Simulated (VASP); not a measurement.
**Cs: single point with LDA**

The system is Cs.

```
CELL_PARAMETERS angstrom
-2.80502 2.80502 2.80502
2.80502 -2.80502 2.80502
2.80502 2.80502 -2.80502
ATOMIC_POSITIONS crystal
Cs 0.00000 0.00000 0.00000
```

This cell differs from its parent crystal: volume scaled by 0.92.

- Program: VASP 6.6.1
- Task: single point
- Functional: LDA
- Potentials or basis: VASP PAW LDA potentials, release 64 (Cs_sv)
- Cutoff: 520 eV
- k mesh: 13 × 13 × 13
- Occupations: fermi-dirac, width 0.1 eV
- Spin: no spin polarisation
- Dipole correction: no
- Further INCAR settings: ALGO = Normal; EDIFF = 1e-06; NBANDS = 10

```yaml
Pressure: 0.2 GPa
```

Levels at points of the mesh, in eV from the Fermi level:
```tsv
k point	band 3	band 4	band 5	band 6	band 7	band 8
(0.00, 0.00, 0.00)	-10.35	-10.35	-1.94	2.58	2.58	2.58
```

Run time: 17 s on 1 thread of Intel Xeon 6975P-C (shared host), peak memory 0.21 GiB.

Caveat: spin-orbit coupling is left out, which moves the levels of the heavy elements.
